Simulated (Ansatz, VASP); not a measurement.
SbP5: VASP beside Ansatz

Contents of INCAR:

```
ALGO = Normal
EDIFF = 1E-7
ENCUT = 520
GGA = PE
ISIF = 2
ISMEAR = 0
LASPH = True
LCHARG = False
LREAL = False
LWAVE = False
NBANDS = 24
NELM = 60
PREC = Accurate
SIGMA = 0.1
```

The input KPOINTS:

```
k-points
0
Gamma
  6 6 2
```

The input POSCAR:

```
SbP5
1.0
    4.1301670300      0.0000000000      0.0000000000
   -2.0650835100      3.5768295700      0.0000000000
    0.0000000000      0.0000000000     10.4963568800
Sb P
1 5
Direct
    0.0000000000      0.0000000000      0.5000000000
    0.3333333300      0.6666666700      0.0000000000
    0.6666666700      0.3333333300      0.0000000000
    0.0000000000      0.0000000000      0.0000000000
    0.3333333300      0.6666666700      0.5000000000
    0.6666666700      0.3333333300      0.5000000000
```

Input for Ansatz:

```yaml
crystal:
  lattice:
    - [4.13016703, 0.0, 0.0]
    - [-2.06508351, 3.57682957, 0.0]
    - [0.0, 0.0, 10.49635688]
  atoms:
    - { symbol: Sb, position: [0.0, 0.0, 0.5] }
    - { symbol: P, position: [0.33333333, 0.66666667, 0.0] }
    - { symbol: P, position: [0.66666667, 0.33333333, 0.0] }
    - { symbol: P, position: [0.0, 0.0, 0.0] }
    - { symbol: P, position: [0.33333333, 0.66666667, 0.5] }
    - { symbol: P, position: [0.66666667, 0.33333333, 0.5] }
basis:
  ecutwfc: 420
kpoints:
  mp_grid: { grid: [6, 6, 2] }
hamiltonian:
  xc: pbe
scf:
  occupations: { method: gaussian, width: 0.1 }
  lower_state_search: "off"
output:
  forces: true
  stress: true
  eigenvalues: true
```

Alike in both runs: task single point; functional PBE; k mesh 6 × 6 × 2; occupations gaussian, width 0.1 eV; no spin polarisation.

|  | VASP | Ansatz |
| --- | --- | --- |
| version | VASP 6.6.1 | Ansatz 0.2.0 |
| potentials or method | VASP PAW PBE potentials, release 64 (Sb, P), cutoff 520 eV | scalar-relativistic, plane waves, PAW |
| valence electrons in the cell | 30 | 40 |

Ansatz gave:

```
gap on the k mesh at the Fermi level (eV)                     : none
pressure (GPa)                                                : 20.5
traceless stress, the component that is largest in VASP (GPa) : -20.82
```

Q: Which values does VASP return?

A: gap on the k mesh at the Fermi level (eV): none; pressure (GPa): 20.7; traceless stress, the component that is largest in VASP (GPa): -21.07.

A gap of «none» marks a metal or a gap that the smearing closes. With one functional, cell and mesh, what is left measures potentials, basis and numerics. VASP's potentials hold 30 valence electrons a cell and Ansatz's 40, so a difference there can come from the potentials and not from the codes.

Neither program's run includes spin-orbit coupling.
